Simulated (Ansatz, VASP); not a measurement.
## Ca in VASP and in Ansatz

INCAR

```
SYSTEM = Ca
PREC     = Accurate       ! precision mode
ENCUT    = 520            ! plane-wave cutoff, eV
EDIFF    = 1E-6           ! SCF threshold, eV
ISMEAR   = 0              ! smearing method
SIGMA    = 0.1            ! smearing width, eV
LREAL    = .FALSE.        ! projectors in reciprocal space
LASPH    = .TRUE.         ! aspherical terms in the spheres
NELM     = 60             ! most SCF steps
ALGO     = Normal         ! electronic algorithm
ISIF     = 2              ! what is computed and relaxed
LWAVE    = .FALSE.        ! write WAVECAR
LCHARG   = .FALSE.        ! write CHGCAR
GGA      = PS             ! functional
NBANDS   = 11             ! bands
```

KPOINTS

```
regular mesh
0
G
  12 12 12
  0 0 0
```

File POSCAR:

```
Ca
1.0
    3.6241557522      0.2093193804     -0.2093193804
    0.2093193804      3.6241557522      0.2093193804
   -0.2093193804      0.2093193804      3.6241557522
Ca
1
Direct
    0.0000000000      0.0000000000      0.0000000000
```

Input for Ansatz:

```yaml
crystal:
  lattice:
    - [3.6241557522, 0.2093193804, -0.2093193804]
    - [0.2093193804, 3.6241557522, 0.2093193804]
    - [-0.2093193804, 0.2093193804, 3.6241557522]
  atoms:
    - { symbol: Ca, position: [0.0, 0.0, 0.0] }
basis:
  ecutwfc: 420
kpoints:
  mp_grid: { grid: [12, 12, 12] }
hamiltonian:
  xc: pbesol
scf:
  occupations: { method: gaussian, width: 0.1 }
output:
  forces: true
  stress: true
  eigenvalues: true
  populations: true
```

Alike in both runs: task single point; functional PBEsol; k mesh 12 × 12 × 12; occupations gaussian, width 0.1 eV; no spin polarisation.

|  | VASP | Ansatz |
| --- | --- | --- |
| version | VASP 6.6.1 | Ansatz 0.2.0 |
| potentials or method | VASP PAW PBE potentials, release 64 (Ca_sv), cutoff 520 eV | scalar-relativistic, plane waves, PAW |
| valence electrons in the cell | 10 | 10 |

|  | VASP | Ansatz | Ansatz less VASP |
| --- | --- | --- | --- |
| gap on the k mesh at the Fermi level (eV) | none | none | - |
| pressure (GPa) | -1.3 | -1.3 | +0.02 |
| traceless stress, the component that is largest in VASP (GPa) | 0.87 | 0.87 | +0.001 |

VASP's potentials were made for PBE, not for PBEsol. A gap of «none» marks a metal or a gap that the smearing closes.
